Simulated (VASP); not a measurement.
The system is CdSe.

```
CELL_PARAMETERS angstrom
0.00000 3.09060 3.09060
3.09060 0.00000 3.09060
3.09060 3.09060 0.00000
ATOMIC_POSITIONS crystal
Cd 0.00000 0.00000 0.00000
Se 0.25000 0.25000 0.25000
```

Base run:

* Program: VASP 6.6.1
* Functional: PBE
* Dispersion: D3(BJ)
* Potentials or basis: VASP PAW PBE potentials, release 64 (Cd, Se)
* Cutoff: 520 eV
* k mesh: 8 × 8 × 8
* Occupations: fermi-dirac, width 0.05 eV
* Spin: no spin polarisation

Its results: band gap on the k mesh 0.51 eV, direct; pressure -1.3 GPa.

Q: The run is repeated on the same cell with these changes: functional from PBE to revPBE. What comes out?

A: Band gap on the k mesh 0.64 eV, direct; pressure -1.8 GPa.

Caveats: the PAW data sets were made with another functional, which shifts forces and pressure a little (some runs).

